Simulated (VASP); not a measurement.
# Pt (I4/mmm) in VASP: a series of runs

Pt is run at these levels: PBE; tasks: single point.

Program: VASP 6.6.1. These are calculated values, not measurements. Logs are shortened: lines on timing, memory, paths and dates and some standing lists are left out, and cuts for length are marked.

### Step 1. The cell of the first run

It takes space group I4/mmm (No. 139, tetragonal). Conventional cell: a = 2.700 Å, b = 2.700 Å, c = 4.014 Å, α = 90.00°, β = 90.00°, γ = 90.00°. Within 3.6 Å of Pt (site symmetry 4/mmm) lie 12 Pt at 2.70 to 2.77 Å.

### Step 2. Single point, PBE (strain -0.025 along x and y, +0.025 along z)

The input, INCAR:

```
ALGO     = Fast           # electronic algorithm
EDIFF    = 1E-6           # SCF threshold, eV
ENCUT    = 520            # plane-wave cutoff, eV
GGA      = PE             # functional
ISIF     = 2              # what is computed and relaxed
ISMEAR   = 0              # smearing method
LASPH    = True           # aspherical terms in the spheres
LCHARG   = False          # write CHGCAR
LREAL    = False          # projectors in reciprocal space
LWAVE    = False          # write WAVECAR
NBANDS   = 11             # bands
NELM     = 100            # most SCF steps
PREC     = Accurate       # precision mode
SIGMA    = 0.15           # smearing width, eV
```

The input, KPOINTS:

```
k-points
0
Gamma
  20 20 20
```

The input, POSCAR:

```
Pt
1.0
    0.0000000000      1.9089525000      2.0068475000
    1.9089525000      0.0000000000      2.0068475000
    1.9089525000      1.9089525000      0.0000000000
Pt
1
Direct
    0.0000000000      0.0000000000      0.0000000000
```

Potentials or basis: VASP PAW PBE potentials, release 64 (Pt).

On the command line:

```console
$ cat potpaw_PBE.64/Pt/POTCAR > POTCAR
$ mpirun -np 1 vasp_std > vasp.out
```

OUTCAR:

```text
EDIFF = 1E-6
   ENCUT = 520
   GGA = PE
   ISIF = 2
   ISMEAR = 0
   LASPH = True
   LREAL = False
   NELM = 100
   PREC = Accurate

 ion  position               nearest neighbor table
   1  0.000  0.000  0.000-

  LATTYP: Found a body centered tetragonal cell.
 ALAT       =     2.6996665154
 C/A-ratio  =     1.4867373348

  Lattice vectors:

 A1 = (  -1.9089525000,   0.0000000000,   2.0068475000)
 A2 = (   1.9089525000,   0.0000000000,   2.0068475000)
 A3 = (   0.0000000000,   1.9089525000,  -2.0068475000)

Analysis of symmetry for initial positions (statically):
=====================================================================
 Subroutine PRICEL returns:
 Original cell was already a primitive cell.

 Routine SETGRP: Setting up the symmetry group for a
 body centered tetragonal supercell.

 Subroutine GETGRP returns: Found 16 space group operations
 (whereof 16 operations were pure point group operations)
 out of a pool of 16 trial point group operations.

The static configuration has the point symmetry D_4h.

Analysis of symmetry for dynamics (positions and initial velocities):
=====================================================================
 Subroutine PRICEL returns:
 Original cell was already a primitive cell.

 Routine SETGRP: Setting up the symmetry group for a
 body centered tetragonal supercell.

 Subroutine GETGRP returns: Found 16 space group operations
 (whereof 16 operations were pure point group operations)
 out of a pool of 16 trial point group operations.

The dynamic configuration has the point symmetry D_4h.

 Subroutine INISYM returns: Found 16 space group operations
 (whereof 16 operations are pure point group operations),
 and found     1 'primitive' translations

----------------------------------------------------------------------------------------

                                     Primitive cell

  volume of cell :      14.6263

  direct lattice vectors                    reciprocal lattice vectors
     0.000000000  1.908952500  2.006847500    -0.261923751  0.261923751  0.249146983
     1.908952500  0.000000000  2.006847500     0.261923751 -0.261923751  0.249146983
     1.908952500  1.908952500  0.000000000     0.261923751  0.261923751 -0.249146983

  length of vectors
     2.769753876  2.769753876  2.699666515     0.446410486  0.446410486  0.446410486

  position of ions in fractional coordinates (direct lattice)
     0.000000000  0.000000000  0.000000000

  ion indices of the primitive-cell ions
   primitive index   ion index
                 1           1

----------------------------------------------------------------------------------------

 KPOINTS: k-points

Automatic generation of k-mesh.
 Grid dimensions read from file:
 generate k-points for:   20   20   20

 Generating k-lattice:

  Cartesian coordinates                     Fractional coordinates (reciprocal lattice)
    -0.013096188  0.013096188  0.012457349     0.050000000 -0.000000000  0.000000000
     0.013096188 -0.013096188  0.012457349    -0.000000000  0.050000000  0.000000000
     0.013096188  0.013096188 -0.012457349     0.000000000  0.000000000  0.050000000

  Length of vectors
     0.022320524  0.022320524  0.022320524

  Shift w.r.t. Gamma in fractional coordinates (k-lattice)
     0.000000000  0.000000000  0.000000000

 Subroutine IBZKPT returns following result:
 ===========================================

 Found    641 irreducible k-points:

 Following reciprocal coordinates:
            Coordinates               Weight
  0.000000  0.000000  0.000000      1.000000
  0.050000  0.000000  0.000000      8.000000
  0.100000  0.000000  0.000000      8.000000
  0.150000  0.000000  0.000000      8.000000
  0.200000  0.000000  0.000000      8.000000
  0.250000  0.000000  0.000000      8.000000
[... 16 lines left out ...]
 -0.400000  0.050000  0.000000      8.000000
 -0.350000  0.050000  0.000000      8.000000
 [... further k-points ...]
   k-points           NKPTS =    641   k-points in BZ     NKDIM =    641   number of bands    NBANDS=     11
   number of dos      NEDOS =    301   number of ions     NIONS =      1
   total plane-waves  NPLWV =  11520
   dimension x,y,z NGX =    24 NGY =   24 NGZ =   20
   dimension x,y,z NGXF=    48 NGYF=   48 NGZF=   40
   ions per type =               1
   NGX,Y,Z   is equivalent  to a cutoff of  14.41, 14.41, 12.32 a.u.
   NGXF,Y,Z  is equivalent  to a cutoff of  28.81, 28.81, 24.63 a.u.
 SYSTEM =  unknown system
   PREC   = accura    normal or accurate (medium, high low for compatibility)
   ISTART =      0    job   : 0-new  1-cont  2-samecut
   ICHARG =      2    charge: 1-file 2-atom 10-const
   ISPIN  =      1    spin polarized calculation?
   LNONCOLLINEAR =      F non collinear calculations
   LSORBIT =      F    spin-orbit coupling
   LASPH  =      T    aspherical Exc in radial PAW
   ENCUT  =  520.0 eV  38.22 Ry    6.18 a.u.   5.15  5.15  5.02*2*pi/ulx,y,z
   NELM   =    100;   NELMIN=  2; NELMDL= -5     # of ELM steps
   EDIFF  = 0.1E-05   stopping-criterion for ELM
   LREAL  =      F    real-space projection
   EDIFFG = 0.1E-04   stopping-criterion for IOM
   NSW    =      0    number of steps for IOM
   IBRION =     -1    ionic relax: 0-MD 1-quasi-New 2-CG
   NFREE  =      0    steps in history (QN), initial steepest desc. (CG)
   ISIF   =      2    stress and relaxation
   ISYM   =      2    0-nonsym 1-usesym 2-fastsym
   POTIM  = 0.5000    time-step for ionic-motion
   TEBEG  =    0.0;   TEEND  =   0.0 temperature during run
   PSTRESS=    0.0 pullay stress
   NELECT =      10.0000    total number of electrons
   NUPDOWN=      -1.0000    fix difference up-down
   EMIN   =  10.00;   EMAX   =-10.00  energy-range for DOS
   EFERMI =   0.00;   METHOD = LEGACY
   ISMEAR =     0;   SIGMA  =   0.15  broadening in eV -4-tet -1-fermi 0-gaus
   EFERMI_NEDOS =   21; number of points for ismear=-14 and -15
   IALGO  =     68    algorithm
   IMIX   =      4    mixing-type and parameters
     AMIX     =   0.40;   BMIX     =  1.00
     AMIX_MAG =   1.60;   BMIX_MAG =  1.00
  volume/ion in A,a.u.               =      14.63        98.70
  Fermi-wavevector in a.u.,A,eV,Ry     =   1.442215  2.725391 28.299896  2.079984
  Thomas-Fermi vector in A             =   2.560760
   LORBIT       =      0    0 simple, 1 ext, 2 COOP (PROOUT), +10 PAW based schemes
   GGA     = PE    functional components
   LHFCALC =     F    Hartree Fock is set to
   AEXX    =    0.0000 exact exchange contribution
   IVDW    =     0    specifies the selected vdW correction
   LEPSILON=     F    determine dielectric tensor
   LRPA    =     F    only Hartree local field effects (RPA)
 non-spin polarized calculation
 RMM-DIIS sequential band-by-band and
 Gauss-broadening in eV      SIGMA  =   0.15
  energy-cutoff  :      520.00
  volume of cell :       14.63
 maximum number of plane-waves:       406
 NGX is ok and might be reduce to    24
   NGX = 11   NGY = 11   NGZ =  9

 number of electron      10.0000000 magnetization

 Free energy of the ion-electron system (eV)
  ---------------------------------------------------
  ext. energy  EPLUGINS =         0.00000000
  ---------------------------------------------------
  free energy    TOTEN  =        -6.04233795 eV

  energy without entropy =       -6.02337633  energy(sigma->0) =       -6.03285714

 E-fermi :  11.8633     XC(G=0): -13.6739

 val. band max:       11.8572265755   @ k =   0.5000   0.1500   0.0000
 cond. band min:      11.8635576932   @ k =   0.4500   0.0000   0.0500
 fundamental gap:      0.0063311177
 Fermi energy:        11.8632807281

 k-point     1 :       0.0000    0.0000    0.0000
  band No.  band energies     occupation
      1       1.2994      2.00000
      2       7.4809      2.00000
      3       8.1110      2.00000
      4       8.1110      2.00000
      5       9.7650      2.00000
      6      10.5121      2.00000
      7      26.4539      0.00000
      8      30.6746      0.00000
      9      32.0107      0.00000
     10      32.0107      0.00000
     11      37.0714      0.00000

 k-point     2 :       0.0500    0.0000    0.0000
  band No.  band energies     occupation
      1       1.4037      2.00000
      2       7.4988      2.00000
      3       8.0857      2.00000
      4       8.1531      2.00000
      5       9.7489      2.00000
      6      10.4791      2.00000
      7      26.6206      0.00000
      8      30.5820      0.00000
      9      31.6939      0.00000
     10      32.1777      0.00000
     11      37.7152      0.00000

 k-point     3 :       0.1000    0.0000    0.0000
  band No.  band energies     occupation
      1       1.7088      2.00000
      2       7.5177      2.00000
      3       8.0460      2.00000
      4       8.2689      2.00000
      5       9.7209      2.00000
      6      10.3953      2.00000
      7      27.0845      0.00000
      8      29.7342      0.00000
      9      31.7821      0.00000
     10      32.6658      0.00000
     11      38.7489      0.00000

 k-point     4 :       0.1500    0.0000    0.0000
  band No.  band energies     occupation
      1       2.1882      2.00000
      2       7.4748      2.00000
      3       8.0524      2.00000
      4       8.4228      2.00000
      5       9.7417      2.00000
      6      10.3081      2.00000
      7      27.7217      0.00000
      8      28.3931      0.00000
      9      32.4566      0.00000
     10      33.4340      0.00000
     11      37.6318      0.00000

 k-point     5 :       0.2000    0.0000    0.0000
  band No.  band energies     occupation
      1       2.7856      2.00000
      2       7.4223      2.00000
      3       8.0596      2.00000
      4       8.5463      2.00000
      5       9.8954      2.00000
      6      10.2980      2.00000
      7      26.9295      0.00000
      8      28.2612      0.00000
      9      33.4096      0.00000
     10      34.3948      0.00000
     11      36.0840      0.00000
[... 211 lines left out ...]
 k-point    21 :       0.5000    0.0500    0.0000
  band No.  band energies     occupation
      1       4.2986      2.00000
      2       7.4601      2.00000
      3       8.1886      2.00000
      4      10.6101      2.00000
      5      11.7830      1.55094
      6      12.6665      0.00000
      7      18.0293      0.00000
      8      26.0485      0.00000
      9      30.5540      0.00000
     10      31.4398      0.00000
     11      40.1098      0.00000

 k-point    22 :      -0.4500    0.0500    0.0000
  band No.  band energies     occupation
      1       4.3018      2.00000
      2       7.4859      2.00000
      3       8.1835      2.00000
      4      10.5024      2.00000
      5      11.6641      1.93958
      6      12.7155      0.00000
      7      18.1954      0.00000
      8      26.0826      0.00000
      9      30.3856      0.00000
     10      31.7560      0.00000
     11      39.6286      0.00000

 k-point    23 :      -0.4000    0.0500    0.0000
  band No.  band energies     occupation
      1       4.3040      2.00000
      2       7.5628      2.00000
      3       8.2374      2.00000
      4       9.8061      2.00000
      5      11.3890      1.99999
      6      12.3397      0.00001
      7      19.4318      0.00000
      8      26.3544      0.00000
      9      30.7165      0.00000
     10      32.5198      0.00000
     11      38.5032      0.00000

 k-point    24 :      -0.3500    0.0500    0.0000
  band No.  band energies     occupation
      1       4.2618      2.00000
      2       7.6741      2.00000
      3       8.3427      2.00000
      4       8.8681      2.00000
      5      11.0092      2.00000
      6      11.8261      1.27430
      7      21.1562      0.00000
      8      26.8557      0.00000
      9      31.4785      0.00000
     10      33.6845      0.00000
     11      37.0347      0.00000

 [... further k-points ...]

------------------------ aborting loop because EDIFF is reached ----------------------------------------

  FORCE on cell =-STRESS in cart. coord.  units (eV):
  Direction    XX          YY          ZZ          XY          YZ          ZX
  --------------------------------------------------------------------------------------
  -------------------------------------------------------------------------------------
  Total        2.0253053      2.0253053      1.3937842      0.0000000      0.0000000     -0.0000000
  in kB      221.8536000    221.8536000    152.6762569      0.0000000      0.0000000     -0.0000000
  external PRESSURE =     198.7944856 kB  Pullay stress =       0.0000000 kB

 VOLUME and BASIS-vectors are now :
 -----------------------------------------------------------------------------
  energy-cutoff  :      520.00
  volume of cell :       14.63
      direct lattice vectors                 reciprocal lattice vectors
     0.000000000  1.908952500  2.006847500    -0.261923751  0.261923751  0.249146983
     1.908952500  0.000000000  2.006847500     0.261923751 -0.261923751  0.249146983
     1.908952500  1.908952500  0.000000000     0.261923751  0.261923751 -0.249146983

 POSITION                                       TOTAL-FORCE (eV/Angst)
 -----------------------------------------------------------------------------------
      0.00000      0.00000      0.00000         0.000000      0.000000      0.000000
 -----------------------------------------------------------------------------------
    total drift:                               -0.000000      0.000000     -0.000000

  FREE ENERGIE OF THE ION-ELECTRON SYSTEM (eV)
  ---------------------------------------------------
  free  energy   TOTEN  =        -6.0423379476 eV

  energy  without entropy=       -6.0233763335  energy(sigma->0) =       -6.03285714
```

It took 60 s on 1 thread of Intel Xeon 8259CL, shared host; peak memory 0.22 GiB.

What came out:

* Free energy: -6.0423 eV
* Pressure: 19.9 GPa
* Band gap on the k mesh: zero (bands 5 and 6 overlap by 2.63 eV)

Levels at points of the mesh, in eV from the Fermi level:
| k point | band 3 | band 4 | band 5 | band 6 | band 7 | band 8 |
| --- | --- | --- | --- | --- | --- | --- |
| (0.00, 0.00, 0.00) | -3.75 | -3.75 | -2.10 | -1.35 | 14.59 | 18.81 |
| (0.50, 0.00, 0.00) | -3.75 | -0.59 | -0.09 | 0.19 | 6.11 | 14.06 |
| (0.50, 0.50, 0.00) | 0.06 | 0.50 | 0.50 | 1.09 | 8.35 | 12.11 |
| (0.50, 0.00, 0.50) | -0.03 | 0.26 | 0.82 | 2.07 | 9.69 | 11.03 |

Caveat: the cell differs from its parent crystal (strain -0.025 along x and y, +0.025 along z); the stress differs along the axes, from 15 to 22 GPa; spin-orbit coupling is left out, which moves the levels of the heavy elements.

[end of part 1 of 2]
